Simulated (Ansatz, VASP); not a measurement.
Be2S3: VASP beside Ansatz

INCAR

```
PREC = Accurate
ENCUT = 600
EDIFF = 1E-7
ISMEAR = 0
SIGMA = 0.1
LREAL = F
LASPH = T
NELM = 120
ALGO = Normal
ISIF = 3
LWAVE = F
LCHARG = F
GGA = PE
IBRION = 2
NSW = 90
EDIFFG = -0.04
GGA_COMPAT = F
NELMIN = 4
```

Contents of KPOINTS:

```
regular mesh
0
Gamma
  6 6 6
```

POSCAR

```
Be2S3
1.0
    2.9350929191      1.6945766869      5.3423098775
   -2.9350929191      1.6945766869      5.3423098775
    0.0000000000     -3.3891533740      5.3423098775
Be S
4 6
Direct
    0.8521800000      0.8521800000      0.8521800000
    0.6478200000      0.6478200000      0.6478200000
    0.1478200000      0.1478200000      0.1478200000
    0.3521800000      0.3521800000      0.3521800000
    0.0562500000      0.4437500000      0.7500000000
    0.7500000000      0.0562500000      0.4437500000
    0.4437500000      0.7500000000      0.0562500000
    0.9437500000      0.5562500000      0.2500000000
    0.2500000000      0.9437500000      0.5562500000
    0.5562500000      0.2500000000      0.9437500000
```

Input for Ansatz:

```yaml
crystal:
  lattice:
    - [2.9350929191, 1.6945766869, 5.3423098775]
    - [-2.9350929191, 1.6945766869, 5.3423098775]
    - [0.0, -3.389153374, 5.3423098775]
  atoms:
    - { symbol: Be, position: [0.85218, 0.85218, 0.85218] }
    - { symbol: Be, position: [0.64782, 0.64782, 0.64782] }
    - { symbol: Be, position: [0.14782, 0.14782, 0.14782] }
    - { symbol: Be, position: [0.35218, 0.35218, 0.35218] }
    - { symbol: S, position: [0.05625, 0.44375, 0.75] }
    - { symbol: S, position: [0.75, 0.05625, 0.44375] }
    - { symbol: S, position: [0.44375, 0.75, 0.05625] }
    - { symbol: S, position: [0.94375, 0.55625, 0.25] }
    - { symbol: S, position: [0.25, 0.94375, 0.55625] }
    - { symbol: S, position: [0.55625, 0.25, 0.94375] }
basis:
  ecutwfc: 420
kpoints:
  mp_grid: { grid: [6, 6, 6] }
hamiltonian:
  xc: pbe
scf:
  occupations: { method: gaussian, width: 0.1 }
  lower_state_search: "off"
output:
  forces: true
  stress: true
  eigenvalues: true
relax:
  adjacent_minimum: "off"
  f_tol: 0.04
  max_steps: 70
  cell: { stress_tol: 0.4 }
```

Alike in both runs: task relaxation of cell and atoms; functional PBE; k mesh 6 × 6 × 6; occupations gaussian, width 0.1 eV; no spin polarisation.

|  | VASP | Ansatz |
| --- | --- | --- |
| version | VASP 6.6.1 | Ansatz 0.2.0 |
| potentials or method | VASP PAW PBE potentials, release 64 (Be, S), cutoff 600 eV | scalar-relativistic, plane waves, PAW |
| valence electrons in the cell | 44 | 44 |

Ansatz gave:

| Item | Value |
| --- | --- |
| gap on the k mesh at the Fermi level, each at its own relaxed structure (eV) | none |
| relaxed volume (Å³/atom) | 14.05 |
| relaxed length of the cell vector where the two differ most in proportion (Å) | 5.791 |

Task: What did VASP give for the same quantities?

Result: gap on the k mesh at the Fermi level, each at its own relaxed structure (eV): none; relaxed volume (Å³/atom): 14.08; relaxed length of the cell vector where the two differ most in proportion (Å): 5.786.

A gap of «none» marks a metal or a gap that the smearing closes.
